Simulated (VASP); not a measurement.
Input of a VASP 6.6.1 run:

INCAR

```
PREC = Accurate
ENCUT = 520
EDIFF = 1E-7
ISMEAR = -1
SIGMA = 0.1
LREAL = False
LASPH = True
NELM = 150
ALGO = Normal
ISIF = 2
LWAVE = False
LCHARG = False
ISPIN = 2
MAGMOM = 0 1
LORBIT = 11
LMAXMIX = 4
GGA = CA
NBANDS = 18
```

The input KPOINTS:

```
regular mesh
0
Gamma
  7 7 7
```

File POSCAR:

```
AlNi
1.0
    2.8691800000     -0.0578400000      0.0015600000
   -0.0578400000      2.9876700000     -0.0504200000
    0.0015600000     -0.0504200000      2.8739200000
Al Ni
1 1
Direct
    0.9977500000      0.0111100000      0.9934100000
    0.4913166455      0.4935750228      0.5033014172
```

Potentials or basis: VASP PAW LDA potentials, release 64 (Al, Ni).

Command:

```console
$ cat potpaw_LDA.64/Al/POTCAR potpaw_LDA.64/Ni/POTCAR > POTCAR
$ mpirun -np 1 vasp_std > vasp.out
```

Question: Estimate the net moment.

Answer: 0.00 μB per cell.

Question: What does it give for the pressure?

Answer: -11.5 GPa.

Forces in eV/Å, atoms in the order of the input:
```
Al  -0.130 -0.237  0.091
Ni   0.130  0.237 -0.091
```
